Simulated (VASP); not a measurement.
# Ga2O3 (C2/m) in VASP: single point with PBE

Aim: the single point of Ga2O3 with PBE.

Program: VASP 6.6.1. These are calculated values, not measurements. Logs are shortened: lines on timing, memory, paths and dates and some standing lists are left out, and cuts for length are marked.

### Step 1. The cell of the first run

Symmetry: C2/m, No. 12, monoclinic system. The conventional cell has a = 12.454 Å, b = 3.083 Å, c = 5.878 Å, α = 90.00°, β = 103.70°, γ = 90.00°. Within 2.6 Å of Ga (site symmetry m) lie 6 O at 1.97 to 2.11 Å. Within 2.5 Å of Ga (site symmetry m) lie 4 O at 1.86 to 1.90 Å. Within 2.5 Å of O (site symmetry m) lie 3 Ga at 1.86 to 1.97 Å. Within 2.5 Å of O (site symmetry m) lie 4 Ga at 1.90 to 2.11 Å. O (site symmetry m) has 3 Ga at 1.86 to 1.97 Å within 2.5 Å.

### Step 2. Single point, PBE

INCAR reads:

```
SYSTEM = Ga2O3
ALGO = Normal ; EDIFF = 1E-6
ENCUT = 520 ; GGA = PE
ISIF = 2 ; ISMEAR = 0
KPAR = 2 ; LASPH = .TRUE.
LCHARG = .TRUE. ; LREAL = Auto
LVHAR = .TRUE. ; LWAVE = .FALSE.
NBANDS = 202 ; NCORE = 2
NELM = 60 ; PREC = Accurate
SIGMA = 0.01
```

KPOINTS reads:

```
Automatic mesh
0
Gamma
  2 2 2
  0.5 0.5 0.5
```

POSCAR reads:

```
Ga2O3
1.0
    4.8291132712     -1.5416465138      5.7151609409
    6.2270971276      4.6249395415      0.0062236324
   -1.3979838564      6.1665860553      5.7089373085
Ga O
16 24
Direct
    0.8490343876      0.8339595395      0.8367889423
    0.0990343876      0.5839595395      0.5867889423
    0.5990343876      0.0839595395      0.0867889423
    0.3490343876      0.3339595395      0.3367889423
    0.9009656124      0.4160404605      0.4132110577
    0.1509656124      0.1660404605      0.1632110577
    0.6509656124      0.6660404605      0.6632110577
    0.4009656124      0.9160404605      0.9132110577
    0.0351914013      0.7849559943      0.1700808546
    0.2851914013      0.5349559943      0.9200808546
    0.7851914013      0.0349559943      0.4200808546
    0.5351914013      0.2849559943      0.6700808546
    0.7148085987      0.4650440057      0.0799191454
    0.9648085987      0.2150440057      0.8299191454
    0.4648085987      0.7150440057      0.3299191454
    0.2148085987      0.9650440057      0.5799191454
    0.9996371912      0.0083134051      0.7436742440
    0.2496371912      0.7583134051      0.4936742440
    0.7496371912      0.2583134051      0.9936742440
    0.4996371912      0.5083134051      0.2436742440
    0.7503628088      0.2416865949      0.5063257560
    0.0003628088      0.9916865949      0.2563257560
    0.5003628088      0.4916865949      0.7563257560
    0.2503628088      0.7416865949      0.0063257560
    0.0875614135      0.5650480214      0.3481043373
    0.3375614135      0.3150480214      0.0981043373
    0.8375614135      0.8150480214      0.5981043373
    0.5875614135      0.0650480214      0.8481043373
    0.6624385865      0.6849519786      0.9018956627
    0.9124385865      0.4349519786      0.6518956627
    0.4124385865      0.9349519786      0.1518956627
    0.1624385865      0.1849519786      0.4018956627
    0.4272328089      0.8997854312      0.6819691288
    0.6772328089      0.6497854312      0.4319691288
    0.1772328089      0.1497854312      0.9319691288
    0.9272328089      0.3997854312      0.1819691288
    0.3227671911      0.3502145688      0.5680308712
    0.5727671911      0.1002145688      0.3180308712
    0.0727671911      0.6002145688      0.8180308712
    0.8227671911      0.8502145688      0.0680308712
```

Potentials or basis: VASP PAW PBE potentials, release 64 (Ga_d, O).

Launch:

```bash
> cat potpaw_PBE.64/Ga_d/POTCAR potpaw_PBE.64/O/POTCAR > POTCAR
> mpirun -np 4 vasp_std > vasp.out
```

OUTCAR:

```text
SYSTEM = Ga2O3
   EDIFF = 1E-6
   ENCUT = 520
   GGA = PE
   ISIF = 2
   ISMEAR = 0
   LASPH = .TRUE.
   LREAL = Auto
   NELM = 60
   PREC = Accurate

 ion  position               nearest neighbor table
   1  0.849  0.834  0.837-  40 1.97  39 1.97  17 1.97  29 2.04  28 2.11  27 2.11
   2  0.099  0.584  0.587-  39 1.97  37 1.97  18 1.97  30 2.04  27 2.11  25 2.11
   3  0.599  0.084  0.087-  38 1.97  40 1.97  19 1.97  31 2.04  26 2.11  28 2.11
   4  0.349  0.334  0.337-  37 1.97  38 1.97  20 1.97  32 2.04  25 2.11  26 2.11
   5  0.901  0.416  0.413-  36 1.97  34 1.97  21 1.97  25 2.04  32 2.11  30 2.11
   6  0.151  0.166  0.163-  35 1.97  36 1.97  22 1.97  26 2.04  31 2.11  32 2.11
   7  0.651  0.666  0.663-  34 1.97  33 1.97  23 1.97  27 2.04  30 2.11  29 2.11
   8  0.401  0.916  0.913-  33 1.97  35 1.97  24 1.97  28 2.04  29 2.11  31 2.11
   9  0.035  0.785  0.170-  40 1.86  22 1.86  24 1.86  25 1.90
  10  0.285  0.535  0.920-  39 1.86  24 1.86  23 1.86  26 1.90
  11  0.785  0.035  0.420-  38 1.86  21 1.86  22 1.86  27 1.90
  12  0.535  0.285  0.670-  37 1.86  23 1.86  21 1.86  28 1.90
  13  0.715  0.465  0.080-  36 1.86  19 1.86  20 1.86  29 1.90
  14  0.965  0.215  0.830-  35 1.86  17 1.86  19 1.86  30 1.90
  15  0.465  0.715  0.330-  34 1.86  20 1.86  18 1.86  31 1.90
  16  0.215  0.965  0.580-  33 1.86  18 1.86  17 1.86  32 1.90
  17  1.000  0.008  0.744-  14 1.86  16 1.86   1 1.97
[... 9 lines left out ...]
  27  0.838  0.815  0.598-  11 1.90   7 2.04   2 2.11   1 2.11
  28  0.588  0.065  0.848-  12 1.90   8 2.04   1 2.11   3 2.11
  29  0.662  0.685  0.902-  13 1.90   1 2.04   8 2.11   7 2.11
  30  0.912  0.435  0.652-  14 1.90   2 2.04   7 2.11   5 2.11
  31  0.412  0.935  0.152-  15 1.90   3 2.04   6 2.11   8 2.11
  32  0.162  0.185  0.402-  16 1.90   4 2.04   5 2.11   6 2.11
  33  0.427  0.900  0.682-  16 1.86   8 1.97   7 1.97
  34  0.677  0.650  0.432-  15 1.86   7 1.97   5 1.97
  35  0.177  0.150  0.932-  14 1.86   6 1.97   8 1.97
  36  0.927  0.400  0.182-  13 1.86   5 1.97   6 1.97
  37  0.323  0.350  0.568-  12 1.86   4 1.97   2 1.97
  38  0.573  0.100  0.318-  11 1.86   3 1.97   4 1.97
  39  0.073  0.600  0.818-  10 1.86   2 1.97   1 1.97
  40  0.823  0.850  0.068-   9 1.86   1 1.97   3 1.97

  LATTYP: Found a triclinic cell.
 ALAT       =    21.5742443908
 B/A-ratio  =     1.1216848548
 C/A-ratio  =     0.8997307797
 COS(alpha) =     0.0002833068
 COS(beta)  =     0.5388301549
 COS(gamma) =     0.8414548160

  Lattice vectors:

 A1 = (  18.6812913828, -10.7915255967,   0.0186708972)
 A2 = (  23.5104046540,   0.0000000001,   5.7338318381)
 A3 = (   1.3979838564, -18.4997581659,  -5.7089373085)

Analysis of symmetry for initial positions (statically):
=====================================================================
 Subroutine PRICEL returns following result:

  LATTYP: Found a base centered monoclinic cell.
 ALAT       =    12.4542004754
 B/A-ratio  =     0.2475705312
 C/A-ratio  =     0.4719381318
 COS(beta)  =    -0.2368780681

  Lattice vectors:

 A1 = (   6.2270971276,  -1.5416465138,   0.0062236324)
 A2 = (   6.2270971276,   1.5416465138,   0.0062236324)
 A3 = (  -1.3979838564,  -0.0000000000,   5.7089373085)

   4 primitive cells build up your supercell.

 Routine SETGRP: Setting up the symmetry group for a
 triclinic supercell.

 Subroutine GETGRP returns: Found  2 space group operations
 (whereof  2 operations were pure point group operations)
 out of a pool of  2 trial point group operations.

The static configuration has the point symmetry S_2 .

Analysis of symmetry for dynamics (positions and initial velocities):
=====================================================================
 Subroutine PRICEL returns following result:

  LATTYP: Found a base centered monoclinic cell.
 ALAT       =    12.4542004754
 B/A-ratio  =     0.2475705312
 C/A-ratio  =     0.4719381318
 COS(beta)  =    -0.2368780681

  Lattice vectors:

 A1 = (   6.2270971276,  -1.5416465138,   0.0062236324)
 A2 = (   6.2270971276,   1.5416465138,   0.0062236324)
 A3 = (  -1.3979838564,  -0.0000000000,   5.7089373085)

   4 primitive cells build up your supercell.

 Routine SETGRP: Setting up the symmetry group for a
 triclinic supercell.

 Subroutine GETGRP returns: Found  2 space group operations
 (whereof  2 operations were pure point group operations)
 out of a pool of  2 trial point group operations.

The dynamic configuration has the point symmetry S_2 .

 Subroutine INISYM returns: Found  2 space group operations
 (whereof  2 operations are pure point group operations),
[... 23 lines left out ...]
     0.826304717  0.826304717  0.435665751
     0.173695283  0.173695283  0.564334249
     0.163509120  0.163509120  0.109201938
     0.836490880  0.836490880  0.890798062

  ion indices of the primitive-cell ions
   primitive index   ion index
                 1           1
                 2           7
                 3           9
                 4          14
                 5          17
                 6          24
                 7          27
                 8          29
                 9          33
                10          40

----------------------------------------------------------------------------------------

 KPOINTS: Automatic mesh

Automatic generation of k-mesh.
 Grid dimensions read from file:
 generate k-points for:    2    2    2

 Generating k-lattice:

  Cartesian coordinates                     Fractional coordinates (reciprocal lattice)
     0.030059215 -0.040541070  0.051151779     0.500000000 -0.000000000  0.000000000
     0.050215374  0.040541070 -0.031494429    -0.000000000  0.500000000  0.000000000
    -0.030146727  0.040541070  0.036408766     0.000000000  0.000000000  0.500000000

  Length of vectors
     0.071858467  0.071812681  0.062273604

  Shift w.r.t. Gamma in fractional coordinates (k-lattice)
     0.500000000  0.500000000  0.500000000

 Subroutine IBZKPT returns following result:
 ===========================================

 Found      4 irreducible k-points:

 Following reciprocal coordinates:
            Coordinates               Weight
  0.250000  0.250000  0.250000      2.000000
 -0.250000  0.250000  0.250000      2.000000
  0.250000 -0.250000  0.250000      2.000000
 -0.250000 -0.250000  0.250000      2.000000
   k-points           NKPTS =      4   k-points in BZ     NKDIM =      4   number of bands    NBANDS=    202
   number of dos      NEDOS =    301   number of ions     NIONS =     40
   total plane-waves  NPLWV = 230400
   dimension x,y,z NGX =    60 NGY =   60 NGZ =   64
   dimension x,y,z NGXF=   120 NGYF=  120 NGZF=  128
   ions per type =              16  24
   NGX,Y,Z   is equivalent  to a cutoff of  13.06, 12.86, 12.49 a.u.
   NGXF,Y,Z  is equivalent  to a cutoff of  26.11, 25.72, 24.98 a.u.
 SYSTEM =  Ga2O3
   PREC   = accura    normal or accurate (medium, high low for compatibility)
   ISTART =      0    job   : 0-new  1-cont  2-samecut
   ICHARG =      2    charge: 1-file 2-atom 10-const
   ISPIN  =      1    spin polarized calculation?
   LNONCOLLINEAR =      F non collinear calculations
   LSORBIT =      F    spin-orbit coupling
   LASPH  =      T    aspherical Exc in radial PAW
   ENCUT  =  520.0 eV  38.22 Ry    6.18 a.u.  14.20 14.42 15.84*2*pi/ulx,y,z
   NELM   =     60;   NELMIN=  2; NELMDL= -5     # of ELM steps
   EDIFF  = 0.1E-05   stopping-criterion for ELM
   LREAL  =      T    real-space projection
   EDIFFG = 0.1E-04   stopping-criterion for IOM
   NSW    =      0    number of steps for IOM
   IBRION =     -1    ionic relax: 0-MD 1-quasi-New 2-CG
   NFREE  =      0    steps in history (QN), initial steepest desc. (CG)
   ISIF   =      2    stress and relaxation
   ISYM   =      2    0-nonsym 1-usesym 2-fastsym
   POTIM  = 0.5000    time-step for ionic-motion
   TEBEG  =    0.0;   TEEND  =   0.0 temperature during run
   PSTRESS=    0.0 pullay stress
   NELECT =     352.0000    total number of electrons
   NUPDOWN=      -1.0000    fix difference up-down
   EMIN   =  10.00;   EMAX   =-10.00  energy-range for DOS
   EFERMI =   0.00;   METHOD = LEGACY
   ISMEAR =     0;   SIGMA  =   0.01  broadening in eV -4-tet -1-fermi 0-gaus
   EFERMI_NEDOS =   21; number of points for ismear=-14 and -15
   IALGO  =     38    algorithm
   IMIX   =      4    mixing-type and parameters
     AMIX     =   0.40;   BMIX     =  1.00
     AMIX_MAG =   1.60;   BMIX_MAG =  1.00
  volume/ion in A,a.u.               =      10.96        73.99
  Fermi-wavevector in a.u.,A,eV,Ry     =   1.521417  2.875062 31.493556  2.314711
  Thomas-Fermi vector in A             =   2.630135
   LORBIT       =      0    0 simple, 1 ext, 2 COOP (PROOUT), +10 PAW based schemes
   GGA     = PE    functional components
   LHFCALC =     F    Hartree Fock is set to
   AEXX    =    0.0000 exact exchange contribution
   IVDW    =     0    specifies the selected vdW correction
   LEPSILON=     F    determine dielectric tensor
   LRPA    =     F    only Hartree local field effects (RPA)
 non-spin polarized calculation
 Gauss-broadening in eV      SIGMA  =   0.01
  energy-cutoff  :      520.00
  volume of cell :      438.55
 maximum number of plane-waves:     11818
 NGX is ok and might be reduce to    60
   NGX = 29   NGY = 29   NGZ = 31

 number of electron     352.0000013 magnetization

 Free energy of the ion-electron system (eV)
  ---------------------------------------------------
  ext. energy  EPLUGINS =         0.00000000
  ---------------------------------------------------
  free energy    TOTEN  =      -238.74439883 eV

  energy without entropy =     -238.74439883  energy(sigma->0) =     -238.74439883

 E-fermi :   3.5140     XC(G=0): -11.3741

 val. band max:        3.3975432053   @ k =   0.2500   0.2500   0.2500
 cond. band min:       6.3420199377   @ k =   0.2500   0.2500   0.2500
 fundamental gap:      2.9444767324
 Fermi energy:         3.5139688861

 k-point     1 :       0.2500    0.2500    0.2500
  band No.  band energies     occupation
      1     -15.0768      2.00000
      2     -14.6039      2.00000
      3     -14.3959      2.00000
      4     -14.3702      2.00000
      5     -14.3157      2.00000
      6     -14.2392      2.00000
[... 753 lines left out ...]
    187       9.9698      0.00000
    188      10.2978      0.00000
 [bands above 188 left out]

------------------------ aborting loop because EDIFF is reached ----------------------------------------

  FORCE on cell =-STRESS in cart. coord.  units (eV):
  Direction    XX          YY          ZZ          XY          YZ          ZX
  --------------------------------------------------------------------------------------
  -------------------------------------------------------------------------------------
  Total        1.5554204      2.0420413      1.6203873     -0.0173162     -0.0174355      0.0574807
  in kB        5.6824599      7.4602454      5.9198054     -0.0632616     -0.0636975      0.2099957
  external PRESSURE =       6.3541702 kB  Pullay stress =       0.0000000 kB

 VOLUME and BASIS-vectors are now :
 -----------------------------------------------------------------------------
  energy-cutoff  :      520.00
  volume of cell :      438.55
      direct lattice vectors                 reciprocal lattice vectors
     4.829113271 -1.541646514  5.715160941     0.060118430 -0.081082141  0.102303557
     6.227097128  4.624939541  0.006223632     0.100430748  0.081082141 -0.062988857
    -1.397983856  6.166586055  5.708937309    -0.060293453  0.081082141  0.072817532

 POSITION                                       TOTAL-FORCE (eV/Angst)
 -----------------------------------------------------------------------------------
      8.12341      7.70823      9.63473         0.011005      0.000496      0.003211
      3.29430      6.16659      3.91957         0.011005      0.000496      0.003211
      3.29430      0.00000      3.91957         0.011005      0.000496      0.003211
      3.29430      3.08329      3.91957         0.011005      0.000496      0.003211
      6.36393      3.08329      7.51075        -0.011005     -0.000496     -0.003211
      1.53481      1.54165      1.79559        -0.011005     -0.000496     -0.003211
[... 32 lines left out ...]
      2.94540      7.70823      5.08970        -0.019178     -0.000505      0.015513
      9.17250      3.08329      5.09592        -0.019178     -0.000505      0.015513
 -----------------------------------------------------------------------------------
    total drift:                                0.000000      0.000000      0.000000

  FREE ENERGIE OF THE ION-ELECTRON SYSTEM (eV)
  ---------------------------------------------------
  free  energy   TOTEN  =      -238.7443988282 eV

  energy  without entropy=     -238.7443988282  energy(sigma->0) =     -238.74439883
```

It took 6.3 min on 4 MPI ranks of Intel Xeon Platinum 8488C (Sapphire Rapids), shared host; peak memory 0.41 GiB.

Results:

* Free energy: -238.7444 eV
* Pressure: 0.6 GPa
* Largest force: 0.025 eV/Å
* Band gap on the k mesh: 2.94 eV

Forces in eV/Å, atoms in the order of the input:
```
Ga   0.011  0.000  0.003
Ga   0.011  0.000  0.003
Ga   0.011  0.000  0.003
Ga   0.011  0.000  0.003
Ga  -0.011  0.000 -0.003
Ga  -0.011  0.000 -0.003
Ga  -0.011  0.000 -0.003
Ga  -0.011  0.000 -0.003
Ga  -0.003 -0.001 -0.004
Ga  -0.003 -0.001 -0.004
Ga  -0.003 -0.001 -0.004
Ga  -0.003 -0.001 -0.004
Ga   0.003  0.001  0.004
Ga   0.003  0.001  0.004
Ga   0.003  0.001  0.004
Ga   0.003  0.001  0.004
O   -0.003 -0.003 -0.007
O   -0.003 -0.003 -0.007
O   -0.003 -0.003 -0.007
O   -0.003 -0.003 -0.007
O    0.003  0.003  0.007
O    0.003  0.003  0.007
O    0.003  0.003  0.007
O    0.003  0.003  0.007
O    0.009  0.000 -0.001
O    0.009  0.000 -0.001
O    0.009  0.000 -0.001
O    0.009  0.000 -0.001
O   -0.009  0.000  0.001
O   -0.009  0.000  0.001
O   -0.009  0.000  0.001
O   -0.009  0.000  0.001
O    0.019  0.001 -0.016
O    0.019  0.001 -0.016
O    0.019  0.001 -0.016
O    0.019  0.001 -0.016
O   -0.019 -0.001  0.016
O   -0.019 -0.001  0.016
O   -0.019 -0.001  0.016
O   -0.019 -0.001  0.016
```

Stress tensor (GPa, compression positive):
```
 0.57 -0.01  0.02
-0.01  0.75 -0.01
 0.02 -0.01  0.59
```

Caveat: a shifted mesh leaves out Γ, where band edges can lie.
